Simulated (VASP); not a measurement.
Crystal: Mg.

```
Mg
1.0
     1.84447    1.06491    4.41671
    -1.84447    1.06491    4.41671
     0.00000   -2.12982    4.41671
Mg
2
Direct
  0.05770 0.05770 0.05770
  0.94230 0.94230 0.94230
```

| Quantity | Value |
| --- | --- |
| Program | VASP 6.6.1 |
| Task | relaxation of cell and atoms |
| Functional | PBE |
| Potentials or basis | VASP PAW PBE potentials, release 64 (Mg) |
| Cutoff | 600 eV |
| k mesh | 6 × 6 × 6 |
| Occupations | gaussian, width 0.1 eV |
| Spin | no spin polarisation |

At the start: pressure 19.3 GPa; volume 26.03 Å³/atom.

Task: Where does the relaxation end?

Result: Over 21 steps the energy falls by 4099.1 meV/atom and the volume is 24.30 Å³/atom (-6.6 %); space group R-3m (No. 166, to 0.05 Å).

The path:
| step | energy change (eV) | largest force (eV/Å) | pressure (GPa) | volume (Å³) |
| --- | --- | --- | --- | --- |
| 1 | 0.0000 | 17.3707 | 19.32 | 52.05 |
| 2 | -7.3306 | 1.0650 | 0.80 | 71.70 |
| 3 | -7.7270 | 0.4916 | -3.19 | 62.91 |
| 4 | -7.7411 | 0.4785 | -3.21 | 62.65 |
| 5 | -7.7638 | 0.6729 | -1.29 | 57.59 |
| 6 | -7.8093 | 0.4163 | -3.03 | 61.00 |
| 7 | -7.8490 | 0.0754 | -2.55 | 59.32 |
| 8 | -7.8490 | 0.1142 | -2.61 | 59.46 |
| 9 | -7.9240 | 0.1887 | -1.99 | 55.99 |
| 10 | -8.0016 | 0.3185 | -0.32 | 50.76 |
| 11 | -7.9666 | 0.8084 | 7.74 | 41.10 |
| 12 | -8.0277 | 0.4625 | 1.15 | 47.72 |
| 13 | -8.0302 | 0.5321 | 2.20 | 46.17 |
| 14 | -8.1055 | 0.4922 | 2.70 | 45.24 |
| 15 | -8.0134 | 0.1461 | 7.15 | 42.13 |
| 16 | -8.1405 | 0.3211 | 3.73 | 44.13 |
| 17 | -8.1846 | 0.1574 | 1.56 | 46.47 |
| 18 | -8.1949 | 0.0544 | -0.01 | 48.68 |
| 19 | -8.1949 | 0.0601 | 0.08 | 48.54 |
| 20 | -8.1974 | 0.0429 | -0.02 | 48.58 |
| 21 | -8.1982 | 0.0279 | -0.10 | 48.61 |

Final structure:
```yaml
crystal:
  lattice:
    - [1.55924, 0.90023, 5.77163]
    - [-1.55924, 0.90023, 5.77163]
    - [0.00000, -1.80046, 5.77163]
  atoms:
    - { symbol: Mg, position: [0.08856, 0.08856, 0.08856] }
    - { symbol: Mg, position: [0.91144, 0.91144, 0.91144] }
```
